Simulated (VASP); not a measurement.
# TlSe2 (P6/mmm) in VASP: notebook

The runs below take TlSe2 through single point, relaxation of cell and atoms, with PBE.

Program: VASP 6.6.1. These are calculated values, not measurements. Logs are shortened: lines on timing, memory, paths and dates and some standing lists are left out, and cuts for length are marked.

## Step 1: The cell of the first run

It takes space group P6/mmm (No. 191, hexagonal). Conventional cell: a = 4.755 Å, b = 4.755 Å, c = 4.403 Å, α = 90.00°, β = 90.00°, γ = 120.00°. Tl (site symmetry 6/mmm) has 12 Se at 3.52 Å and 8 Tl at 4.40 to 4.75 Å within 4.8 Å. Within 3.6 Å of Se (site symmetry -6m2) lie 3 Se at 2.75 Å and 6 Tl at 3.52 Å.

## Step 2: Single point, PBE

The input, INCAR:

```
PREC = Accurate
ENCUT = 520
EDIFF = 1E-7
ISMEAR = 0
SIGMA = 0.1
LREAL = F
LASPH = T
NELM = 80
ALGO = Normal
ISIF = 2
LWAVE = F
LCHARG = F
GGA = PE
NBANDS = 20
```

The input, KPOINTS:

```
regular mesh
0
Gamma
  12 12 10
```

The input, POSCAR:

```
TlSe2
1.0
    4.7549971600      0.0000000000      0.0000000000
   -2.3774985800      4.1179483355      0.0000000000
    0.0000000000      0.0000000000      4.4034427387
Tl Se
1 2
Direct
    0.0000000000      0.0000000000      0.0000000000
    0.3333333333      0.6666666667      0.5000000000
    0.6666666667      0.3333333333      0.5000000000
```

Potentials or basis: VASP PAW PBE potentials, release 64 (Tl_d, Se).

Launch:

```sh
$ cat potpaw_PBE.64/Tl_d/POTCAR potpaw_PBE.64/Se/POTCAR > POTCAR
$ mpirun -np 1 vasp_std > vasp.out
```

OUTCAR:

```text
PREC = Accurate
   ENCUT = 520
   EDIFF = 1E-7
   ISMEAR = 0
   LREAL = F
   LASPH = T
   NELM = 80
   ISIF = 2
   GGA = PE

 ion  position               nearest neighbor table
   1  0.000  0.000  0.000-
   2  0.333  0.667  0.500-   3 2.75   3 2.75   3 2.75
   3  0.667  0.333  0.500-   2 2.75   2 2.75   2 2.75

  LATTYP: Found a hexagonal cell.
 ALAT       =     4.7549971600
 C/A-ratio  =     0.9260663236

  Lattice vectors:

 A1 = (   4.7549971600,   0.0000000000,   0.0000000000)
 A2 = (  -2.3774985800,   4.1179483355,   0.0000000000)
 A3 = (   0.0000000000,   0.0000000000,   4.4034427387)

Analysis of symmetry for initial positions (statically):
=====================================================================
 Subroutine PRICEL returns:
 Original cell was already a primitive cell.

 Routine SETGRP: Setting up the symmetry group for a
 hexagonal supercell.

 Subroutine GETGRP returns: Found 24 space group operations
 (whereof 24 operations were pure point group operations)
 out of a pool of 24 trial point group operations.

The static configuration has the point symmetry D_6h.

Analysis of symmetry for dynamics (positions and initial velocities):
=====================================================================
 Subroutine PRICEL returns:
 Original cell was already a primitive cell.

 Routine SETGRP: Setting up the symmetry group for a
 hexagonal supercell.

 Subroutine GETGRP returns: Found 24 space group operations
 (whereof 24 operations were pure point group operations)
 out of a pool of 24 trial point group operations.

The dynamic configuration has the point symmetry D_6h.

 Subroutine INISYM returns: Found 24 space group operations
 (whereof 24 operations are pure point group operations),
 and found     1 'primitive' translations

----------------------------------------------------------------------------------------

                                     Primitive cell

  volume of cell :      86.2231

  direct lattice vectors                    reciprocal lattice vectors
     4.754997160  0.000000000  0.000000000     0.210305068  0.121419687  0.000000000
    -2.377498580  4.117948336  0.000000000     0.000000000  0.242839375  0.000000000
     0.000000000  0.000000000  4.403442739     0.000000000  0.000000000  0.227095039

  length of vectors
     4.754997160  4.754997160  4.403442739     0.242839375  0.242839375  0.227095039

  position of ions in fractional coordinates (direct lattice)
     0.000000000  0.000000000  0.000000000
     0.333333333  0.666666667  0.500000000
     0.666666667  0.333333333  0.500000000

  ion indices of the primitive-cell ions
   primitive index   ion index
                 1           1
                 2           2
                 3           3

----------------------------------------------------------------------------------------

 KPOINTS: regular mesh

Automatic generation of k-mesh.
 Grid dimensions read from file:
 generate k-points for:   12   12   10

 Generating k-lattice:

  Cartesian coordinates                     Fractional coordinates (reciprocal lattice)
     0.017525422  0.010118307  0.000000000     0.083333333  0.000000000  0.000000000
     0.000000000  0.020236615  0.000000000     0.000000000  0.083333333  0.000000000
     0.000000000  0.000000000  0.022709504     0.000000000  0.000000000  0.100000000

  Length of vectors
     0.020236615  0.020236615  0.022709504

  Shift w.r.t. Gamma in fractional coordinates (k-lattice)
     0.000000000  0.000000000  0.000000000

 Subroutine IBZKPT returns following result:
 ===========================================

 Found    114 irreducible k-points:

 Following reciprocal coordinates:
            Coordinates               Weight
  0.000000  0.000000  0.000000      1.000000
  0.083333  0.000000  0.000000      6.000000
  0.166667 -0.000000  0.000000      6.000000
  0.250000  0.000000  0.000000      6.000000
  0.333333  0.000000  0.000000      6.000000
  0.416667  0.000000  0.000000      6.000000
[... 16 lines left out ...]
  0.250000  0.000000  0.100000     12.000000
  0.333333  0.000000  0.100000     12.000000
 [... further k-points ...]
   k-points           NKPTS =    114   k-points in BZ     NKDIM =    114   number of bands    NBANDS=     20
   number of dos      NEDOS =    301   number of ions     NIONS =      3
   total plane-waves  NPLWV =  46656
   dimension x,y,z NGX =    36 NGY =   36 NGZ =   36
   dimension x,y,z NGXF=    72 NGYF=   72 NGZF=   72
   ions per type =               1   2
   NGX,Y,Z   is equivalent  to a cutoff of  12.59, 12.59, 13.59 a.u.
   NGXF,Y,Z  is equivalent  to a cutoff of  25.17, 25.17, 27.18 a.u.
 SYSTEM =  unknown system
   PREC   = accura    normal or accurate (medium, high low for compatibility)
   ISTART =      0    job   : 0-new  1-cont  2-samecut
   ICHARG =      2    charge: 1-file 2-atom 10-const
   ISPIN  =      1    spin polarized calculation?
   LNONCOLLINEAR =      F non collinear calculations
   LSORBIT =      F    spin-orbit coupling
   LASPH  =      T    aspherical Exc in radial PAW
   ENCUT  =  520.0 eV  38.22 Ry    6.18 a.u.   8.84  8.84  8.19*2*pi/ulx,y,z
   NELM   =     80;   NELMIN=  2; NELMDL= -5     # of ELM steps
   EDIFF  = 0.1E-06   stopping-criterion for ELM
   LREAL  =      F    real-space projection
   EDIFFG = 0.1E-05   stopping-criterion for IOM
   NSW    =      0    number of steps for IOM
   IBRION =     -1    ionic relax: 0-MD 1-quasi-New 2-CG
   NFREE  =      0    steps in history (QN), initial steepest desc. (CG)
   ISIF   =      2    stress and relaxation
   ISYM   =      2    0-nonsym 1-usesym 2-fastsym
   POTIM  = 0.5000    time-step for ionic-motion
   TEBEG  =    0.0;   TEEND  =   0.0 temperature during run
   PSTRESS=    0.0 pullay stress
   NELECT =      25.0000    total number of electrons
   NUPDOWN=      -1.0000    fix difference up-down
   EMIN   =  10.00;   EMAX   =-10.00  energy-range for DOS
   EFERMI =   0.00;   METHOD = LEGACY
   ISMEAR =     0;   SIGMA  =   0.10  broadening in eV -4-tet -1-fermi 0-gaus
   EFERMI_NEDOS =   21; number of points for ismear=-14 and -15
   IALGO  =     38    algorithm
   IMIX   =      4    mixing-type and parameters
     AMIX     =   0.40;   BMIX     =  1.00
     AMIX_MAG =   1.60;   BMIX_MAG =  1.00
  volume/ion in A,a.u.               =      28.74       193.95
  Fermi-wavevector in a.u.,A,eV,Ry     =   1.083545  2.047603 15.974192  1.174070
  Thomas-Fermi vector in A             =   2.219614
   LORBIT       =      0    0 simple, 1 ext, 2 COOP (PROOUT), +10 PAW based schemes
   GGA     = PE    functional components
   LHFCALC =     F    Hartree Fock is set to
   AEXX    =    0.0000 exact exchange contribution
   IVDW    =     0    specifies the selected vdW correction
   LEPSILON=     F    determine dielectric tensor
   LRPA    =     F    only Hartree local field effects (RPA)
 non-spin polarized calculation
 Gauss-broadening in eV      SIGMA  =   0.10
  energy-cutoff  :      520.00
  volume of cell :       86.22
 maximum number of plane-waves:      2355
 NGX is ok and might be reduce to    36
   NGX = 17   NGY = 17   NGZ = 17

 number of electron      25.0000003 magnetization

 Free energy of the ion-electron system (eV)
  ---------------------------------------------------
  ext. energy  EPLUGINS =         0.00000000
  ---------------------------------------------------
  free energy    TOTEN  =        -9.10301770 eV

  energy without entropy =       -9.08936344  energy(sigma->0) =       -9.09619057

 E-fermi :   3.6502     XC(G=0):  -9.2154

 val. band max:        3.6475795024   @ k =   0.4167   0.1667   0.3000
 cond. band min:       3.6514924688   @ k =   0.1667  -0.0000   0.2000
 fundamental gap:      0.0039129664
 Fermi energy:         3.6502355629

 k-point     1 :       0.0000    0.0000    0.0000
  band No.  band energies     occupation
      1     -10.8126      2.00000
      2      -7.2632      2.00000
      3      -7.2311      2.00000
      4      -7.2311      2.00000
      5      -7.2119      2.00000
      6      -7.2119      2.00000
[... 12 lines left out ...]
     19      12.5014      0.00000
     20      12.5014      0.00000

 k-point     2 :       0.0833    0.0000    0.0000
  band No.  band energies     occupation
      1     -10.7706      2.00000
      2      -7.2707      2.00000
      3      -7.2624      2.00000
      4      -7.2284      2.00000
      5      -7.2139      2.00000
      6      -7.2122      2.00000
[... 12 lines left out ...]
     19      12.4127      0.00000
     20      12.5635      0.00000

 k-point     3 :       0.1667   -0.0000    0.0000
  band No.  band energies     occupation
      1     -10.6464      2.00000
      2      -7.4362      2.00000
      3      -7.2607      2.00000
      4      -7.2210      2.00000
      5      -7.2194      2.00000
      6      -7.2131      2.00000
[... 12 lines left out ...]
     19      12.2113      0.00000
     20      12.2180      0.00000

 k-point     4 :       0.2500    0.0000    0.0000
  band No.  band energies     occupation
      1     -10.4472      2.00000
      2      -7.7610      2.00000
      3      -7.2592      2.00000
      4      -7.2267      2.00000
      5      -7.2142      2.00000
      6      -7.2108      2.00000
[... 12 lines left out ...]
     19      11.7803      0.00000
     20      11.9951      0.00000

 k-point     5 :       0.3333    0.0000    0.0000
  band No.  band energies     occupation
      1     -10.1898      2.00000
      2      -8.1616      2.00000
      3      -7.2590      2.00000
      4      -7.2339      2.00000
      5      -7.2154      2.00000
      6      -7.2005      2.00000
[... 12 lines left out ...]
     19      11.8192      0.00000
     20      11.8712      0.00000
[... 353 lines left out ...]
      6      -7.2157      2.00000
[... 12 lines left out ...]
     19      12.0979      0.00000
     20      12.1510      0.00000

 k-point    22 :       0.1667   -0.0000    0.1000
  band No.  band energies     occupation
      1     -10.6330      2.00000
      2      -7.4244      2.00000
      3      -7.2548      2.00000
      4      -7.2206      2.00000
      5      -7.2202      2.00000
      6      -7.2162      2.00000
[... 12 lines left out ...]
     19      12.1665      0.00000
     20      12.2211      0.00000

 k-point    23 :       0.2500    0.0000    0.1000
  band No.  band energies     occupation
      1     -10.4357      2.00000
      2      -7.7481      2.00000
      3      -7.2535      2.00000
      4      -7.2240      2.00000
      5      -7.2188      2.00000
      6      -7.2095      2.00000
[... 12 lines left out ...]
     19      11.9639      0.00000
     20      12.1096      0.00000

 k-point    24 :       0.3333    0.0000    0.1000
  band No.  band energies     occupation
      1     -10.1809      2.00000
      2      -8.1492      2.00000
      3      -7.2534      2.00000
      4      -7.2269      2.00000
      5      -7.2200      2.00000
      6      -7.1997      2.00000
[... 12 lines left out ...]
     19      11.9218      0.00000
     20      11.9942      0.00000

 [... further k-points ...]
[... 5 lines left out ...]
  --------------------------------------------------------------------------------------
  -------------------------------------------------------------------------------------
  Total       -0.0064855     -0.0064855      0.0017543      0.0000000      0.0000000      0.0000000
  in kB       -0.1205112     -0.1205112      0.0325971      0.0000000      0.0000000      0.0000000
  external PRESSURE =      -0.0694751 kB  Pullay stress =       0.0000000 kB

 VOLUME and BASIS-vectors are now :
 -----------------------------------------------------------------------------
  energy-cutoff  :      520.00
  volume of cell :       86.22
      direct lattice vectors                 reciprocal lattice vectors
     4.754997160  0.000000000  0.000000000     0.210305068  0.121419687  0.000000000
    -2.377498580  4.117948336  0.000000000     0.000000000  0.242839375  0.000000000
     0.000000000  0.000000000  4.403442739     0.000000000  0.000000000  0.227095039

 POSITION                                       TOTAL-FORCE (eV/Angst)
 -----------------------------------------------------------------------------------
      0.00000      0.00000      0.00000         0.000000      0.000000      0.000000
     -0.00000      2.74530      2.20172        -0.000000     -0.000000     -0.000000
      2.37750      1.37265      2.20172         0.000000      0.000000      0.000000
 -----------------------------------------------------------------------------------
    total drift:                                0.000000     -0.000000     -0.000000

  FREE ENERGIE OF THE ION-ELECTRON SYSTEM (eV)
  ---------------------------------------------------
  free  energy   TOTEN  =        -9.1030177011 eV

  energy  without entropy=       -9.0893634360  energy(sigma->0) =       -9.09619057
```

It took 2.1 min on 1 thread of Intel Xeon Platinum 8488C (Sapphire Rapids), shared host; peak memory 0.33 GiB.

What came out:

```
Free energy            : -9.1030 eV
Pressure               : 0.0 GPa
Band gap on the k mesh : zero (an odd number of electrons rules out a gap without spin polarisation)
```

Levels at points of the mesh, in eV from the Fermi level:
```
           k point  band 9  band 10  band 11  band 12  band 13  band 14  band 15  band 16  band 17  band 18
(0.00, 0.00, 0.00)   -4.01    -4.01    -3.11    -0.80    -0.80     0.54     4.82     6.00     6.00     6.11
(0.50, 0.00, 0.00)   -4.92    -1.80    -1.38    -1.02     0.49     2.08     2.10     4.03     4.27     6.23
(0.00, 0.00, 0.50)   -3.97    -3.97    -0.76    -0.22    -0.02    -0.02     1.88     3.83     3.83     6.63
(0.50, 0.00, 0.50)   -4.55    -3.62    -3.58    -1.14     0.85     2.10     2.44     3.37     5.24     8.58
```

Caveat: spin-orbit coupling is left out, which moves the levels of the heavy elements.

## Step 3: Relaxation of cell and atoms, PBE

This run uses another cell than the first one, of 28.64 Å³/atom.

The input, INCAR:

```
  ALGO = Normal
  EDIFF = 1E-7
  EDIFFG = -0.01
  ENCUT = 600
  GGA = PE
  IBRION = 2
  ISIF = 3
  ISMEAR = 0
  LASPH = True
  LCHARG = False
  LREAL = False
  LWAVE = False
  NELM = 80
  NSW = 100
  PREC = Accurate
  SIGMA = 0.1
```

The input, KPOINTS:

```
k-points
0
Gamma
  12 12 10
```

The input, POSCAR:

```
TlSe2
1.0
    4.7698548274      0.0000000000      0.0000000000
   -2.3849274137      4.1308154529      0.0000000000
    0.0000000000      0.0000000000      4.3606508805
Tl Se
1 2
Direct
    0.0000000000      0.0000000000      0.0000000000
    0.3333333333      0.6666666667      0.5000000000
    0.6666666667      0.3333333333      0.5000000000
```

Potentials or basis: VASP PAW PBE potentials, release 64 (Tl_d, Se).

Launch:

```sh
$ cat potpaw_PBE.64/Tl_d/POTCAR potpaw_PBE.64/Se/POTCAR > POTCAR
$ mpirun -np 1 vasp_std > vasp.out
```

Wall time 6.8 min (1 thread of Intel Xeon Platinum 8488C (Sapphire Rapids), shared host); peak memory 0.39 GiB.

The run converged. Its results:

| Quantity | Value |
| --- | --- |
| Free energy | -9.1030 eV |
| Relaxed volume | 28.76 Å³/atom |
| Relaxed cell | a = 4.756 Å, b = 4.756 Å, c = 4.404 Å, α = 90.00°, β = 90.00°, γ = 120.00° |
| Space group after relaxing (to 0.1 Å) | P6/mmm (No. 191) |
| Energy gained by relaxing | 0.3 meV/atom |
| Ionic steps | 5 |
| Pressure after relaxing | 0.0 GPa |
| Band gap on the k mesh | zero (an odd number of electrons rules out a gap without spin polarisation) |

The path:
| step | energy change (eV) | largest force (eV/Å) | pressure (GPa) | volume (Å³) |
| --- | --- | --- | --- | --- |
| 1 | 0.0000 | 0.0000 | -0.09 | 85.92 |
| 2 | -0.0003 | 0.0000 | 0.04 | 85.71 |
| 3 | -0.0004 | 0.0000 | 0.09 | 85.63 |
| 4 | -0.0006 | 0.0000 | 0.07 | 85.79 |
| 5 | -0.0008 | 0.0000 | -0.01 | 86.27 |

Final structure:
```
Tl Se
1.0
     4.75589    0.00000    0.00000
    -2.37795    4.11872    0.00000
     0.00000    0.00000    4.40435
Tl Se
1 2
Direct
  0.00000 0.00000 0.00000
  0.33333 0.66667 0.50000
  0.66667 0.33333 0.50000
```

Levels at points of the mesh, in eV from the Fermi level:
| k point | band 10 | band 11 | band 12 | band 13 | band 14 | band 15 | band 16 |
| --- | --- | --- | --- | --- | --- | --- | --- |
| (0.00, 0.00, 0.00) | -4.01 | -3.10 | -0.80 | -0.80 | 0.54 | 4.82 | 5.99 |
| (0.50, 0.00, 0.00) | -1.80 | -1.38 | -1.02 | 0.49 | 2.08 | 2.10 | 4.03 |
| (0.00, 0.00, 0.50) | -3.97 | -0.76 | -0.22 | -0.02 | -0.02 | 1.88 | 3.83 |
| (0.50, 0.00, 0.50) | -3.62 | -3.58 | -1.14 | 0.85 | 2.10 | 2.44 | 3.37 |

Caveat: spin-orbit coupling is left out, which moves the levels of the heavy elements.
